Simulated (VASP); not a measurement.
Gd:

```
Gd
1.0
     3.48415    0.00000    0.00000
    -1.74208    3.01737    0.00000
     0.00000    0.00000    5.58672
Gd
2
Cartesian
  0.0000 2.0116 1.3967
  1.7421 1.0058 4.1900
```

Base run:

| Property | Result |
| --- | --- |
| Program | VASP 6.6.1 |
| Functional | LDA |
| Potentials or basis | VASP PAW PBE potentials, release 64 (Gd) |
| Cutoff | 520 eV |
| k mesh | 10 × 10 × 6 |
| Occupations | methfessel-paxton, width 0.6 eV |
| Spin | collinear spin, ferromagnetic start |
| Starting moments | [7.214, 7.214] μB |

Its results: pressure -0.6 GPa; net moment 14.48 μB per cell; site moments Gd +6.86 μB.

**Question.** The run is repeated on the same cell with these changes: occupations from methfessel-paxton, width 0.6 eV to methfessel-paxton, width 0.2 eV. What comes out?

**Answer.** Pressure -0.2 GPa; net moment 14.65 μB per cell; site moments Gd +6.89 μB.

Caveats: the PAW data sets were made with another functional, which shifts forces and pressure a little; so wide a smearing shifts energies and pressures (at least some runs).
